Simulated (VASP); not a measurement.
# CdRe3C (Pm-3m) in VASP: single point with PBE

Aim: the single point of CdRe3C with PBE.

Everything below comes from runs of VASP 6.6.1. Logs are shortened: lines on timing, memory, paths and dates and some standing lists are left out, and cuts for length are marked.

## 1. The cell of the first run

It takes space group Pm-3m (No. 221, cubic). The conventional cell has a = 4.138 Å, b = 4.138 Å, c = 4.138 Å, α = 90.00°, β = 90.00°, γ = 90.00°. Cd (site symmetry m-3m) has 12 Re at 2.93 Å and 8 C at 3.58 Å within 3.9 Å. Re (site symmetry 4/mmm) has 2 C at 2.07 Å within 2.7 Å. C (site symmetry m-3m) has 6 Re at 2.07 Å within 2.7 Å.

The cell was built from a structure type or drawn by symmetry, and may not be a known phase.

## 2. Single point, PBE

INCAR

```
ALGO = Normal
EDIFF = 1E-6
ENCUT = 600
GGA = PE
GGA_COMPAT = F
ISIF = 2
ISMEAR = 0
LASPH = T
LCHARG = T
LELF = T
LREAL = F
LVHAR = T
LWAVE = F
NBANDS = 42
NELM = 120
PREC = Accurate
SIGMA = 0.1
```

KPOINTS

```
k-points
0
Gamma
  10 10 10
```

POSCAR

```
CdRe3C
1.0
    4.1376053741      0.0000000000      0.0000000000
    0.0000000000      4.1376053741      0.0000000000
    0.0000000000      0.0000000000      4.1376053741
Cd Re C
1 3 1
Direct
    0.0000000000      0.0000000000      0.0000000000
    0.5000000000      0.0000000000      0.5000000000
    0.0000000000      0.5000000000      0.5000000000
    0.5000000000      0.5000000000      0.0000000000
    0.5000000000      0.5000000000      0.5000000000
```

Potentials or basis: VASP PAW PBE potentials, release 64 (Cd_sv_GW, Re_sv_GW, C).

Run with:

```
> cat potpaw_PBE.64/Cd_sv_GW/POTCAR potpaw_PBE.64/Re_sv_GW/POTCAR potpaw_PBE.64/C/POTCAR > POTCAR
> mpirun -np 1 vasp_std > vasp.out
```

OUTCAR:

```text
EDIFF = 1E-6
   ENCUT = 600
   GGA = PE
   ISIF = 2
   ISMEAR = 0
   LASPH = T
   LREAL = F
   NELM = 120
   PREC = Accurate

 ion  position               nearest neighbor table
   1  0.000  0.000  0.000-   2 2.93   3 2.93   4 2.93   2 2.93   3 2.93   3 2.93   4 2.93   3 2.93
                             2 2.93   4 2.93   2 2.93   4 2.93
   2  0.500  0.000  0.500-   5 2.07   5 2.07   4 2.93   1 2.93   1 2.93   4 2.93   3 2.93   4 2.93
                             3 2.93   4 2.93   1 2.93   3 2.93   1 2.93   3 2.93
   3  0.000  0.500  0.500-   5 2.07   5 2.07   4 2.93   1 2.93   1 2.93   4 2.93   1 2.93   2 2.93
                             1 2.93   2 2.93   4 2.93   2 2.93   4 2.93   2 2.93
   4  0.500  0.500  0.000-   5 2.07   5 2.07   3 2.93   1 2.93   2 2.93   3 2.93   2 2.93   1 2.93
                             2 2.93   2 2.93   1 2.93   3 2.93   3 2.93   1 2.93
   5  0.500  0.500  0.500-   2 2.07   3 2.07   4 2.07   4 2.07   2 2.07   3 2.07

  LATTYP: Found a simple cubic cell.
 ALAT       =     4.1376053741

  Lattice vectors:

 A1 = (   4.1376053741,   0.0000000000,   0.0000000000)
 A2 = (   0.0000000000,   4.1376053741,   0.0000000000)
 A3 = (   0.0000000000,   0.0000000000,   4.1376053741)

Analysis of symmetry for initial positions (statically):
=====================================================================
 Subroutine PRICEL returns:
 Original cell was already a primitive cell.

 Routine SETGRP: Setting up the symmetry group for a
 simple cubic supercell.

 Subroutine GETGRP returns: Found 48 space group operations
 (whereof 48 operations were pure point group operations)
 out of a pool of 48 trial point group operations.

The static configuration has the point symmetry O_h .

Analysis of symmetry for dynamics (positions and initial velocities):
=====================================================================
 Subroutine PRICEL returns:
 Original cell was already a primitive cell.

 Routine SETGRP: Setting up the symmetry group for a
 simple cubic supercell.

 Subroutine GETGRP returns: Found 48 space group operations
 (whereof 48 operations were pure point group operations)
 out of a pool of 48 trial point group operations.

The dynamic configuration has the point symmetry O_h .

 Subroutine INISYM returns: Found 48 space group operations
 (whereof 48 operations are pure point group operations),
 and found     1 'primitive' translations

----------------------------------------------------------------------------------------

                                     Primitive cell

  volume of cell :      70.8349

  direct lattice vectors                    reciprocal lattice vectors
     4.137605374  0.000000000  0.000000000     0.241685688  0.000000000  0.000000000
     0.000000000  4.137605374  0.000000000     0.000000000  0.241685688  0.000000000
     0.000000000  0.000000000  4.137605374     0.000000000  0.000000000  0.241685688

  length of vectors
     4.137605374  4.137605374  4.137605374     0.241685688  0.241685688  0.241685688

  position of ions in fractional coordinates (direct lattice)
     0.000000000  0.000000000  0.000000000
     0.500000000  0.000000000  0.500000000
     0.000000000  0.500000000  0.500000000
     0.500000000  0.500000000  0.000000000
     0.500000000  0.500000000  0.500000000

  ion indices of the primitive-cell ions
   primitive index   ion index
                 1           1
                 2           2
                 3           3
                 4           4
                 5           5

----------------------------------------------------------------------------------------

 KPOINTS: k-points

Automatic generation of k-mesh.
 Grid dimensions read from file:
 generate k-points for:   10   10   10

 Generating k-lattice:

  Cartesian coordinates                     Fractional coordinates (reciprocal lattice)
     0.024168569  0.000000000  0.000000000     0.100000000  0.000000000  0.000000000
     0.000000000  0.024168569  0.000000000     0.000000000  0.100000000  0.000000000
     0.000000000  0.000000000  0.024168569     0.000000000  0.000000000  0.100000000

  Length of vectors
     0.024168569  0.024168569  0.024168569

  Shift w.r.t. Gamma in fractional coordinates (k-lattice)
     0.000000000  0.000000000  0.000000000

 Subroutine IBZKPT returns following result:
 ===========================================

 Found     56 irreducible k-points:

 Following reciprocal coordinates:
            Coordinates               Weight
  0.000000  0.000000  0.000000      1.000000
  0.100000  0.000000  0.000000      6.000000
  0.200000  0.000000  0.000000      6.000000
  0.300000  0.000000  0.000000      6.000000
  0.400000  0.000000  0.000000      6.000000
  0.500000  0.000000  0.000000      3.000000
[... 16 lines left out ...]
  0.200000  0.100000  0.100000     24.000000
  0.300000  0.100000  0.100000     24.000000
 [... further k-points ...]
   k-points           NKPTS =     56   k-points in BZ     NKDIM =     56   number of bands    NBANDS=     42
   number of dos      NEDOS =    301   number of ions     NIONS =      5
   total plane-waves  NPLWV =  46656
   dimension x,y,z NGX =    36 NGY =   36 NGZ =   36
   dimension x,y,z NGXF=    72 NGYF=   72 NGZF=   72
   ions per type =               1   3   1
   NGX,Y,Z   is equivalent  to a cutoff of  14.46, 14.46, 14.46 a.u.
   NGXF,Y,Z  is equivalent  to a cutoff of  28.93, 28.93, 28.93 a.u.
 SYSTEM =  unknown system
   PREC   = accura    normal or accurate (medium, high low for compatibility)
   ISTART =      0    job   : 0-new  1-cont  2-samecut
   ICHARG =      2    charge: 1-file 2-atom 10-const
   ISPIN  =      1    spin polarized calculation?
   LNONCOLLINEAR =      F non collinear calculations
   LSORBIT =      F    spin-orbit coupling
   LASPH  =      T    aspherical Exc in radial PAW
   ENCUT  =  600.0 eV  44.10 Ry    6.64 a.u.   8.26  8.26  8.26*2*pi/ulx,y,z
   NELM   =    120;   NELMIN=  2; NELMDL= -5     # of ELM steps
   EDIFF  = 0.1E-05   stopping-criterion for ELM
   LREAL  =      F    real-space projection
   EDIFFG = 0.1E-04   stopping-criterion for IOM
   NSW    =      0    number of steps for IOM
   IBRION =     -1    ionic relax: 0-MD 1-quasi-New 2-CG
   NFREE  =      0    steps in history (QN), initial steepest desc. (CG)
   ISIF   =      2    stress and relaxation
   ISYM   =      2    0-nonsym 1-usesym 2-fastsym
   POTIM  = 0.5000    time-step for ionic-motion
   TEBEG  =    0.0;   TEEND  =   0.0 temperature during run
   PSTRESS=    0.0 pullay stress
   NELECT =      69.0000    total number of electrons
   NUPDOWN=      -1.0000    fix difference up-down
   EMIN   =  10.00;   EMAX   =-10.00  energy-range for DOS
   EFERMI =   0.00;   METHOD = LEGACY
   ISMEAR =     0;   SIGMA  =   0.10  broadening in eV -4-tet -1-fermi 0-gaus
   EFERMI_NEDOS =   21; number of points for ismear=-14 and -15
   IALGO  =     38    algorithm
   IMIX   =      4    mixing-type and parameters
     AMIX     =   0.40;   BMIX     =  1.00
     AMIX_MAG =   1.60;   BMIX_MAG =  1.00
  volume/ion in A,a.u.               =      14.17        95.60
  Fermi-wavevector in a.u.,A,eV,Ry     =   1.622839  3.066721 35.832395  2.633607
  Thomas-Fermi vector in A             =   2.716387
   LORBIT       =      0    0 simple, 1 ext, 2 COOP (PROOUT), +10 PAW based schemes
   GGA     = PE    functional components
   LHFCALC =     F    Hartree Fock is set to
   AEXX    =    0.0000 exact exchange contribution
   IVDW    =     0    specifies the selected vdW correction
   LEPSILON=     F    determine dielectric tensor
   LRPA    =     F    only Hartree local field effects (RPA)
 non-spin polarized calculation
 Gauss-broadening in eV      SIGMA  =   0.10
  energy-cutoff  :      600.00
  volume of cell :       70.83
 maximum number of plane-waves:      2393
 NGX is ok and might be reduce to    36
   NGX = 17   NGY = 17   NGZ = 17

 number of electron      69.0000011 magnetization

 Free energy of the ion-electron system (eV)
  ---------------------------------------------------
  ext. energy  EPLUGINS =         0.00000000
  ---------------------------------------------------
  free energy    TOTEN  =       -49.43848841 eV

  energy without entropy =      -49.42169827  energy(sigma->0) =      -49.43009334

 E-fermi :  11.1396     XC(G=0): -13.4040

 val. band max:       11.1295056323   @ k =   0.4000   0.1000   0.0000
 cond. band min:      11.1600110128   @ k =   0.1000   0.0000   0.0000
 fundamental gap:      0.0305053805
 Fermi energy:        11.1396195921

 k-point     1 :       0.0000    0.0000    0.0000
  band No.  band energies     occupation
      1     -91.5085      2.00000
      2     -69.2785      2.00000
      3     -69.2253      2.00000
      4     -69.2253      2.00000
      5     -52.5510      2.00000
      6     -52.5510      2.00000
[... 34 lines left out ...]
     41      14.0797      0.00000
     42      14.0797      0.00000

 k-point     2 :       0.1000    0.0000    0.0000
  band No.  band energies     occupation
      1     -91.5085      2.00000
      2     -69.2771      2.00000
      3     -69.2266      2.00000
      4     -69.2254      2.00000
      5     -52.5511      2.00000
      6     -52.5510      2.00000
[... 34 lines left out ...]
     41      14.2316      0.00000
     42      14.5101      0.00000

 k-point     3 :       0.2000    0.0000    0.0000
  band No.  band energies     occupation
      1     -91.5085      2.00000
      2     -69.2738      2.00000
      3     -69.2300      2.00000
      4     -69.2256      2.00000
      5     -52.5511      2.00000
      6     -52.5511      2.00000
[... 34 lines left out ...]
     41      14.8627      0.00000
     42      15.3586      0.00000

 k-point     4 :       0.3000    0.0000    0.0000
  band No.  band energies     occupation
      1     -91.5085      2.00000
      2     -69.2688      2.00000
      3     -69.2347      2.00000
      4     -69.2255      2.00000
      5     -52.5510      2.00000
      6     -52.5510      2.00000
[... 844 lines left out ...]
     41      14.1896      0.00000
     42      15.0169      0.00000

 k-point    23 :       0.2000    0.1000    0.1000
  band No.  band energies     occupation
      1     -91.5085      2.00000
      2     -69.2716      2.00000
      3     -69.2303      2.00000
      4     -69.2271      2.00000
      5     -52.5511      2.00000
      6     -52.5510      2.00000
[... 34 lines left out ...]
     41      14.6546      0.00000
     42      15.6593      0.00000

 k-point    24 :       0.3000    0.1000    0.1000
  band No.  band energies     occupation
      1     -91.5085      2.00000
      2     -69.2670      2.00000
      3     -69.2349      2.00000
      4     -69.2270      2.00000
      5     -52.5511      2.00000
      6     -52.5510      2.00000
[... 34 lines left out ...]
     41      15.1788      0.00000
     42      16.3704      0.00000

 [... further k-points ...]

------------------------ aborting loop because EDIFF is reached ----------------------------------------

  FORCE on cell =-STRESS in cart. coord.  units (eV):
  Direction    XX          YY          ZZ          XY          YZ          ZX
  --------------------------------------------------------------------------------------
  -------------------------------------------------------------------------------------
  Total       -0.2942464     -0.2942464     -0.2942464      0.0000000      0.0000000      0.0000000
  in kB       -6.6554057     -6.6554057     -6.6554057      0.0000000      0.0000000      0.0000000
  external PRESSURE =      -6.6554057 kB  Pullay stress =       0.0000000 kB

 VOLUME and BASIS-vectors are now :
 -----------------------------------------------------------------------------
  energy-cutoff  :      600.00
  volume of cell :       70.83
      direct lattice vectors                 reciprocal lattice vectors
     4.137605374  0.000000000  0.000000000     0.241685688  0.000000000  0.000000000
     0.000000000  4.137605374  0.000000000     0.000000000  0.241685688  0.000000000
     0.000000000  0.000000000  4.137605374     0.000000000  0.000000000  0.241685688

 POSITION                                       TOTAL-FORCE (eV/Angst)
 -----------------------------------------------------------------------------------
      0.00000      0.00000      0.00000         0.000000      0.000000      0.000000
      2.06880      0.00000      2.06880         0.000000      0.000000      0.000000
      0.00000      2.06880      2.06880         0.000000      0.000000      0.000000
      2.06880      2.06880      0.00000         0.000000      0.000000      0.000000
      2.06880      2.06880      2.06880         0.000000      0.000000      0.000000
 -----------------------------------------------------------------------------------
    total drift:                                0.000000      0.000000      0.000000

  FREE ENERGIE OF THE ION-ELECTRON SYSTEM (eV)
  ---------------------------------------------------
  free  energy   TOTEN  =       -49.4384884111 eV

  energy  without entropy=      -49.4216982696  energy(sigma->0) =      -49.43009334
```

It took 85 s on 1 thread of Intel Xeon 6975P-C (Granite Rapids), shared host; peak memory 0.36 GiB.

What came out:

| Property | Result |
| --- | --- |
| Free energy | -49.4385 eV |
| Pressure | -0.7 GPa |
| Band gap on the k mesh | zero (an odd number of electrons rules out a gap without spin polarisation) |

Caveat: spin-orbit coupling is left out, which moves the levels of the heavy elements.
